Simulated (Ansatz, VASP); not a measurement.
# Sn: VASP beside Ansatz

File INCAR:

```
ALGO = Fast ; EDIFF = 1E-6
EDIFFG = -0.005 ; ENCUT = 600
GGA = PS ; IBRION = 2
ISIF = 3 ; ISMEAR = 0
LASPH = T ; LCHARG = F
LREAL = F ; LWAVE = F
NELM = 60 ; NSW = 70
PREC = Accurate ; SIGMA = 0.1
```

Contents of KPOINTS:

```
k-points
0
Gamma
  14 14 14
```

File POSCAR:

```
Sn
1.0
   -2.9643162528      2.9643162528      1.6163469659
    2.9643162528     -2.9643162528      1.6163469659
    2.9643162528      2.9643162528     -1.6163469659
Sn
2
Direct
    0.7500000000      0.2500000000      0.5000000000
    0.0000000000      0.0000000000      0.0000000000
```

Input for Ansatz:

```yaml
crystal:
  lattice:
    - [-2.9643162528, 2.9643162528, 1.6163469659]
    - [2.9643162528, -2.9643162528, 1.6163469659]
    - [2.9643162528, 2.9643162528, -1.6163469659]
  atoms:
    - { symbol: Sn, position: [0.75, 0.25, 0.5] }
    - { symbol: Sn, position: [0.0, 0.0, 0.0] }
basis:
  ecutwfc: 420
kpoints:
  mp_grid: { grid: [14, 14, 14] }
hamiltonian:
  xc: pbesol
scf:
  occupations: { method: gaussian, width: 0.1 }
output:
  forces: true
  stress: true
  eigenvalues: true
relax:
  adjacent_minimum: "off"
  f_tol: 0.005
  max_steps: 50
  cell: { stress_tol: 0.05 }
```

Alike in both runs: task relaxation of cell and atoms; functional PBEsol; k mesh 14 × 14 × 14; occupations gaussian, width 0.1 eV; no spin polarisation.

|  | VASP | Ansatz |
| --- | --- | --- |
| version | VASP 6.6.1 | Ansatz 0.2.0 |
| potentials or method | VASP PAW PBE potentials, release 64 (Sn_d), cutoff 600 eV | scalar-relativistic, plane waves, PAW |
| valence electrons in the cell | 28 | 28 |

|  | VASP | Ansatz | Ansatz less VASP |
| --- | --- | --- | --- |
| gap on the k mesh at the Fermi level, each at its own relaxed structure (eV) | none | none | - |
| relaxed volume (Å³/atom) | 26.86 | 26.88 | +0.013 |
| relaxed cell length with the largest relative difference (Å) | 4.410 | 4.410 | 0.0000 |

VASP's potentials were made for PBE, not for PBEsol. A gap of «none» marks a metal or a gap that the smearing closes.
